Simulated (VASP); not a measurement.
# P in VASP: single point with PBEsol

Aim: the single point of P with PBEsol.

All numbers are computed with VASP 6.6.1; they aren't measurements. Logs are shortened: lines on timing, memory, paths and dates and some standing lists are left out, and cuts for length are marked.

## 1. The cell of the first run

The cell holds a slab with vacuum, 4 atoms: a = 3.284 Å, b = 34.857 Å, c = 4.632 Å, α = 90.00°, β = 90.00°, γ = 90.00°.

## 2. Single point, PBEsol (atom 1 (P) moved by (+0.000, +0.100) A along [1 1 0] and z)

INCAR

```
PREC     = Accurate       # precision mode
ENCUT    = 520            # plane-wave cutoff, eV
EDIFF    = 1E-6           # SCF threshold, eV
ISMEAR   = 0              # smearing method
SIGMA    = 0.05           # smearing width, eV
LREAL    = F              # projectors in reciprocal space
LASPH    = T              # aspherical terms in the spheres
NELM     = 60             # most SCF steps
ALGO     = Normal         # electronic algorithm
ISIF     = 2              # what is computed and relaxed
LWAVE    = F              # write WAVECAR
LCHARG   = F              # write CHGCAR
GGA      = PS             # functional
NBANDS   = 18             # bands
```

KPOINTS

```
Automatic mesh
0
Gamma
  8 1 6
```

POSCAR

```
P
1.0
    3.2837277200      0.0000000000      0.0000000000
    0.0000000000     34.8570309900      0.0000000000
    0.0000000000      0.0000000000      4.6320847100
P
4
Direct
    0.0000000000      0.9702614300      0.6137392716
    0.0000000000      0.0297385700      0.4078492800
    0.5000000000      0.0297385700      0.0921507200
    0.5000000000      0.9702614300      0.9078492800
```

Potentials or basis: VASP PAW PBE potentials, release 64 (P).

Launch:

```
cat potpaw_PBE.64/P/POTCAR > POTCAR
mpirun -np 1 vasp_std > vasp.out
```

OUTCAR:

```text
PREC = Accurate
   ENCUT = 520
   EDIFF = 1E-6
   ISMEAR = 0
   LREAL = F
   LASPH = T
   NELM = 60
   ISIF = 2
   GGA = PS

 ion  position               nearest neighbor table
   1  0.000  0.970  0.614-   4 2.13   4 2.13   2 2.28
   2  0.000  0.030  0.408-   3 2.20   3 2.20   1 2.28
   3  0.500  0.030  0.092-   2 2.20   2 2.20   4 2.24
   4  0.500  0.970  0.908-   1 2.13   1 2.13   3 2.24

  LATTYP: Found a simple orthorhombic cell.
 ALAT       =     3.2837277200
 B/A-ratio  =     1.4106177811
 C/A-ratio  =    10.6150795566

  Lattice vectors:

 A1 = (  -3.2837277200,   0.0000000000,   0.0000000000)
 A2 = (   0.0000000000,   0.0000000000,   4.6320847100)
 A3 = (   0.0000000000,  34.8570309900,   0.0000000000)

Analysis of symmetry for initial positions (statically):
=====================================================================
 Subroutine PRICEL returns:
 Original cell was already a primitive cell.

 Routine SETGRP: Setting up the symmetry group for a
 simple orthorhombic supercell.

 Subroutine GETGRP returns: Found  2 space group operations
 (whereof  2 operations were pure point group operations)
 out of a pool of  8 trial point group operations.

The static configuration has the point symmetry C_1h.

Analysis of symmetry for dynamics (positions and initial velocities):
=====================================================================
 Subroutine PRICEL returns:
 Original cell was already a primitive cell.

 Routine SETGRP: Setting up the symmetry group for a
 simple orthorhombic supercell.

 Subroutine GETGRP returns: Found  2 space group operations
 (whereof  2 operations were pure point group operations)
 out of a pool of  8 trial point group operations.

The dynamic configuration has the point symmetry C_1h.

 Subroutine INISYM returns: Found  2 space group operations
 (whereof  2 operations are pure point group operations),
 and found     1 'primitive' translations

----------------------------------------------------------------------------------------

                                     Primitive cell

  volume of cell :     530.1930

  direct lattice vectors                    reciprocal lattice vectors
     3.283727720  0.000000000  0.000000000     0.304531948  0.000000000  0.000000000
     0.000000000 34.857030990  0.000000000     0.000000000  0.028688617  0.000000000
     0.000000000  0.000000000  4.632084710     0.000000000  0.000000000  0.215885516

  length of vectors
     3.283727720 34.857030990  4.632084710     0.304531948  0.028688617  0.215885516

  position of ions in fractional coordinates (direct lattice)
     0.000000000  0.970261430  0.613739272
     0.000000000  0.029738570  0.407849280
     0.500000000  0.029738570  0.092150720
     0.500000000  0.970261430  0.907849280

  ion indices of the primitive-cell ions
   primitive index   ion index
                 1           1
                 2           2
                 3           3
                 4           4

----------------------------------------------------------------------------------------

 KPOINTS: Automatic mesh

Automatic generation of k-mesh.
 Grid dimensions read from file:
 generate k-points for:    8    1    6

 Generating k-lattice:

  Cartesian coordinates                     Fractional coordinates (reciprocal lattice)
     0.038066494  0.000000000  0.000000000     0.125000000  0.000000000  0.000000000
     0.000000000  0.028688617  0.000000000     0.000000000  1.000000000  0.000000000
     0.000000000  0.000000000  0.035980919     0.000000000  0.000000000  0.166666667

  Length of vectors
     0.038066494  0.028688617  0.035980919

  Shift w.r.t. Gamma in fractional coordinates (k-lattice)
     0.000000000  0.000000000  0.000000000

 Subroutine IBZKPT returns following result:
 ===========================================

 Found     20 irreducible k-points:

 Following reciprocal coordinates:
            Coordinates               Weight
  0.000000  0.000000  0.000000      1.000000
  0.125000  0.000000  0.000000      2.000000
  0.250000  0.000000  0.000000      2.000000
  0.375000  0.000000  0.000000      2.000000
  0.500000  0.000000  0.000000      1.000000
  0.000000  0.000000  0.166667      2.000000
[... 12 lines left out ...]
  0.375000  0.000000  0.500000      2.000000
  0.500000  0.000000  0.500000      1.000000
   k-points           NKPTS =     20   k-points in BZ     NKDIM =     20   number of bands    NBANDS=     18
   number of dos      NEDOS =    301   number of ions     NIONS =      4
   total plane-waves  NPLWV = 233280
   dimension x,y,z NGX =    24 NGY =  270 NGZ =   36
   dimension x,y,z NGXF=    48 NGYF=  540 NGZF=   72
   ions per type =               4
   NGX,Y,Z   is equivalent  to a cutoff of  12.15, 12.88, 12.92 a.u.
   NGXF,Y,Z  is equivalent  to a cutoff of  24.30, 25.75, 25.84 a.u.
 SYSTEM =  unknown system
   PREC   = accura    normal or accurate (medium, high low for compatibility)
   ISTART =      0    job   : 0-new  1-cont  2-samecut
   ICHARG =      2    charge: 1-file 2-atom 10-const
   ISPIN  =      1    spin polarized calculation?
   LNONCOLLINEAR =      F non collinear calculations
   LSORBIT =      F    spin-orbit coupling
   LASPH  =      T    aspherical Exc in radial PAW
   ENCUT  =  520.0 eV  38.22 Ry    6.18 a.u.   6.11 64.81  8.61*2*pi/ulx,y,z
   NELM   =     60;   NELMIN=  2; NELMDL= -5     # of ELM steps
   EDIFF  = 0.1E-05   stopping-criterion for ELM
   LREAL  =      F    real-space projection
   EDIFFG = 0.1E-04   stopping-criterion for IOM
   NSW    =      0    number of steps for IOM
   IBRION =     -1    ionic relax: 0-MD 1-quasi-New 2-CG
   NFREE  =      0    steps in history (QN), initial steepest desc. (CG)
   ISIF   =      2    stress and relaxation
   ISYM   =      2    0-nonsym 1-usesym 2-fastsym
   POTIM  = 0.5000    time-step for ionic-motion
   TEBEG  =    0.0;   TEEND  =   0.0 temperature during run
   PSTRESS=    0.0 pullay stress
   NELECT =      20.0000    total number of electrons
   NUPDOWN=      -1.0000    fix difference up-down
   EMIN   =  10.00;   EMAX   =-10.00  energy-range for DOS
   EFERMI =   0.00;   METHOD = LEGACY
   ISMEAR =     0;   SIGMA  =   0.05  broadening in eV -4-tet -1-fermi 0-gaus
   EFERMI_NEDOS =   21; number of points for ismear=-14 and -15
   IALGO  =     38    algorithm
   IMIX   =      4    mixing-type and parameters
     AMIX     =   0.40;   BMIX     =  1.00
     AMIX_MAG =   1.60;   BMIX_MAG =  1.00
  volume/ion in A,a.u.               =     132.55       894.48
  Fermi-wavevector in a.u.,A,eV,Ry     =   0.549044  1.037542  4.101461  0.301449
  Thomas-Fermi vector in A             =   1.580001
   LORBIT       =      0    0 simple, 1 ext, 2 COOP (PROOUT), +10 PAW based schemes
   GGA     = PS    functional components
   LHFCALC =     F    Hartree Fock is set to
   AEXX    =    0.0000 exact exchange contribution
   IVDW    =     0    specifies the selected vdW correction
   LEPSILON=     F    determine dielectric tensor
   LRPA    =     F    only Hartree local field effects (RPA)
 non-spin polarized calculation
 Gauss-broadening in eV      SIGMA  =   0.05
  energy-cutoff  :      520.00
  volume of cell :      530.19
 maximum number of plane-waves:     14344
   NGX = 13   NGY =129   NGZ = 17

 number of electron      20.0000001 magnetization

 Free energy of the ion-electron system (eV)
  ---------------------------------------------------
  ext. energy  EPLUGINS =         0.00000000
  ---------------------------------------------------
  free energy    TOTEN  =       -22.71843564 eV

  energy without entropy =      -22.71843564  energy(sigma->0) =      -22.71843564

 E-fermi :  -3.1374     XC(G=0):  -1.7593

 val. band max:       -3.3702123500   @ k =   0.0000   0.0000   0.0000
 cond. band min:      -2.6335995678   @ k =   0.0000   0.0000   0.0000
 fundamental gap:      0.7366127822
 Fermi energy:        -3.1374062511

 k-point     1 :       0.0000    0.0000    0.0000
  band No.  band energies     occupation
      1     -18.7361      2.00000
      2     -16.3383      2.00000
      3     -12.5997      2.00000
      4      -9.3473      2.00000
      5      -8.1385      2.00000
      6      -7.9283      2.00000
[... 10 lines left out ...]
     17       1.6236      0.00000
     18       1.7621      0.00000

 k-point     2 :       0.1250    0.0000    0.0000
  band No.  band energies     occupation
      1     -18.5460      2.00000
      2     -16.1418      2.00000
      3     -12.6806      2.00000
      4      -9.2042      2.00000
      5      -8.3728      2.00000
      6      -8.1039      2.00000
[... 10 lines left out ...]
     17       1.7797      0.00000
     18       1.8408      0.00000

 k-point     3 :       0.2500    0.0000    0.0000
  band No.  band energies     occupation
      1     -17.9810      2.00000
      2     -15.5552      2.00000
      3     -13.2070      2.00000
      4      -9.8045      2.00000
      5      -9.1029      2.00000
      6      -8.8208      2.00000
[... 10 lines left out ...]
     17       2.0550      0.00000
     18       2.1586      0.00000

 k-point     4 :       0.3750    0.0000    0.0000
  band No.  band energies     occupation
      1     -17.0605      2.00000
      2     -14.5873      2.00000
      3     -14.4206      2.00000
      4     -11.6085      2.00000
      5      -9.1573      2.00000
      6      -8.4386      2.00000
[... 10 lines left out ...]
     17       2.8718      0.00000
     18       2.9989      0.00000

 k-point     5 :       0.5000    0.0000    0.0000
  band No.  band energies     occupation
      1     -15.8893      2.00000
      2     -15.7706      2.00000
      3     -13.2647      2.00000
      4     -13.2483      2.00000
      5      -8.6433      2.00000
      6      -8.6130      2.00000
[... 10 lines left out ...]
     17       3.2231      0.00000
     18       3.2921      0.00000

 k-point     6 :       0.0000    0.0000    0.1667
  band No.  band energies     occupation
      1     -18.6103      2.00000
      2     -16.5156      2.00000
      3     -12.6206      2.00000
      4      -9.9542      2.00000
      5      -7.7690      2.00000
      6      -7.4625      2.00000
[... 10 lines left out ...]
     17       1.8134      0.00000
     18       1.8216      0.00000

 k-point     7 :       0.1250    0.0000    0.1667
  band No.  band energies     occupation
      1     -18.4209      2.00000
      2     -16.3242      2.00000
      3     -12.6537      2.00000
      4      -9.8760      2.00000
      5      -8.3140      2.00000
      6      -7.8685      2.00000
[... 10 lines left out ...]
     17       1.6192      0.00000
     18       2.0275      0.00000

 k-point     8 :       0.2500    0.0000    0.1667
  band No.  band energies     occupation
      1     -17.8587      2.00000
      2     -15.7614      2.00000
      3     -13.0458      2.00000
      4     -10.2263      2.00000
      5      -9.3444      2.00000
      6      -8.6778      2.00000
[... 10 lines left out ...]
     17       2.2319      0.00000
     18       2.3466      0.00000
[... 145 lines left out ...]
     17       2.8730      0.00000
     18       2.9627      0.00000

 k-point    16 :       0.0000    0.0000    0.5000
  band No.  band energies     occupation
      1     -17.8814      2.00000
      2     -17.4315      2.00000
      3     -12.0189      2.00000
      4     -11.7259      2.00000
      5      -6.7411      2.00000
      6      -6.5599      2.00000
[... 10 lines left out ...]
     17       2.2475      0.00000
     18       2.4534      0.00000

 k-point    17 :       0.1250    0.0000    0.5000
  band No.  band energies     occupation
      1     -17.6950      2.00000
      2     -17.2481      2.00000
      3     -11.9394      2.00000
      4     -11.6671      2.00000
      5      -7.9676      2.00000
      6      -7.4408      2.00000
[... 10 lines left out ...]
     17       2.5108      0.00000
     18       2.6987      0.00000

 k-point    18 :       0.2500    0.0000    0.5000
  band No.  band energies     occupation
      1     -17.1466      2.00000
      2     -16.7123      2.00000
      3     -11.9474      2.00000
      4     -11.8429      2.00000
      5      -9.3482      2.00000
      6      -9.0267      2.00000
[... 10 lines left out ...]
     17       2.7621      0.00000
     18       2.9469      0.00000

 k-point    19 :       0.3750    0.0000    0.5000
  band No.  band energies     occupation
      1     -16.2919      2.00000
      2     -15.9048      2.00000
      3     -12.9642      2.00000
      4     -12.7375      2.00000
      5      -9.2812      2.00000
      6      -9.2459      2.00000
[... 10 lines left out ...]
     17       3.1816      0.00000
     18       3.3721      0.00000

 k-point    20 :       0.5000    0.0000    0.5000
  band No.  band energies     occupation
      1     -15.5526      2.00000
      2     -15.3820      2.00000
      3     -13.7112      2.00000
      4     -13.6259      2.00000
      5      -8.6396      2.00000
      6      -8.6161      2.00000
[... 10 lines left out ...]
     17       3.0448      0.00000
     18       3.2038      0.00000

------------------------ aborting loop because EDIFF is reached ----------------------------------------

  FORCE on cell =-STRESS in cart. coord.  units (eV):
  Direction    XX          YY          ZZ          XY          YZ          ZX
  --------------------------------------------------------------------------------------
  -------------------------------------------------------------------------------------
  Total        0.4155779     -0.2452453      1.3659278      0.0000000      0.6068367      0.0000000
  in kB        1.2558246     -0.7411008      4.1276637      0.0000000      1.8337849      0.0000000
  external PRESSURE =       1.5474625 kB  Pullay stress =       0.0000000 kB

 VOLUME and BASIS-vectors are now :
 -----------------------------------------------------------------------------
  energy-cutoff  :      520.00
  volume of cell :      530.19
      direct lattice vectors                 reciprocal lattice vectors
     3.283727720  0.000000000  0.000000000     0.304531948  0.000000000  0.000000000
     0.000000000 34.857030990  0.000000000     0.000000000  0.028688617  0.000000000
     0.000000000  0.000000000  4.632084710     0.000000000  0.000000000  0.215885516

 POSITION                                       TOTAL-FORCE (eV/Angst)
 -----------------------------------------------------------------------------------
      0.00000     33.82043      2.84289         0.000000      0.054033     -1.705068
      0.00000      1.03660      1.88919         0.000000     -0.058525      0.360310
      1.64186      1.03660      0.42685         0.000000     -0.052933     -0.067559
      1.64186     33.82043      4.20523         0.000000      0.057425      1.412317
 -----------------------------------------------------------------------------------
    total drift:                               -0.000000     -0.000010     -0.000004

  FREE ENERGIE OF THE ION-ELECTRON SYSTEM (eV)
  ---------------------------------------------------
  free  energy   TOTEN  =       -22.7184356404 eV

  energy  without entropy=      -22.7184356404  energy(sigma->0) =      -22.71843564
```

Wall time 2.2 min (1 thread of Intel Xeon 6975P-C (Granite Rapids), shared host); peak memory 0.57 GiB.

What came out:

| Quantity | Value |
| --- | --- |
| Free energy | -22.7184 eV |
| Largest force | 1.706 eV/Å |
| Band gap on the k mesh | 0.74 eV |

Forces on the atoms (eV/Å):
```
P    0.000  0.054 -1.705
P    0.000 -0.059  0.360
P    0.000 -0.053 -0.068
P    0.000  0.057  1.412
```

Levels at points of the mesh, in eV from the valence-band top:
```csv
k point,band 6,band 7,band 8,band 9,band 10,band 11,band 12,band 13,band 14,band 15
"(0.00, 0.00, 0.00)",-4.56,-3.85,-2.24,-1.71,0.00,0.74,1.17,2.36,3.34,4.29
"(0.50, 0.00, 0.00)",-5.24,-2.92,-2.74,-2.12,-2.12,0.91,1.19,2.22,2.37,3.70
"(0.00, 0.00, 0.50)",-3.19,-2.87,-2.73,-1.52,-1.41,1.61,1.94,3.57,3.59,3.72
"(0.50, 0.00, 0.50)",-5.25,-4.64,-4.56,-1.23,-1.09,1.92,2.15,3.80,3.89,5.03
```

Caveat: the cell differs from its parent crystal (atom 1 (P) moved by (+0.000, +0.100) A along [1 1 0] and z); there is no dipole correction, which matters where the two faces differ; semilocal functionals underestimate gaps, and a narrow one can read as zero; the PAW data sets were made with another functional, which shifts forces and pressure a little.
